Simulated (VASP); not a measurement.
Input of a VASP 6.6.1 run:

Contents of INCAR:

```
ALGO = Normal ; EDIFF = 1E-6
ENCUT = 500 ; GGA = PS
GGA_COMPAT = F ; ISIF = 2
ISMEAR = -1 ; LASPH = T
LCHARG = F ; LREAL = F
LWAVE = F ; NBANDS = 14
NELM = 120 ; PREC = Accurate
SIGMA = 0.05
```

Contents of KPOINTS:

```
k-points
0
Gamma
  7 7 7
```

POSCAR

```
NaCl
1.0
    0.0000000000      2.7940632177      2.9058257464
    2.7940632177      0.0000000000      2.9058257464
    2.7940632177      2.7940632177      0.0000000000
Cl Na
1 1
Direct
    0.5000000000      0.5000000000      0.5000000000
    0.0000000000      0.0000000000      0.0000000000
```

Potentials or basis: VASP PAW PBE potentials, release 64 (Cl, Na_pv).

Launch:

```bash
$ cat potpaw_PBE.64/Cl/POTCAR potpaw_PBE.64/Na_pv/POTCAR > POTCAR
$ mpirun -np 1 vasp_std > vasp.out
```

Q: Estimate the band gap on the k mesh.

A: 4.87 eV.

Q: What does it give for the pressure?

A: -0.7 GPa.

Stress tensor (GPa, compression positive):
```
-0.23  0.00  0.00
 0.00 -0.23  0.00
 0.00  0.00 -1.57
```

Caveat: the PAW data sets were made with another functional, which shifts forces and pressure a little.
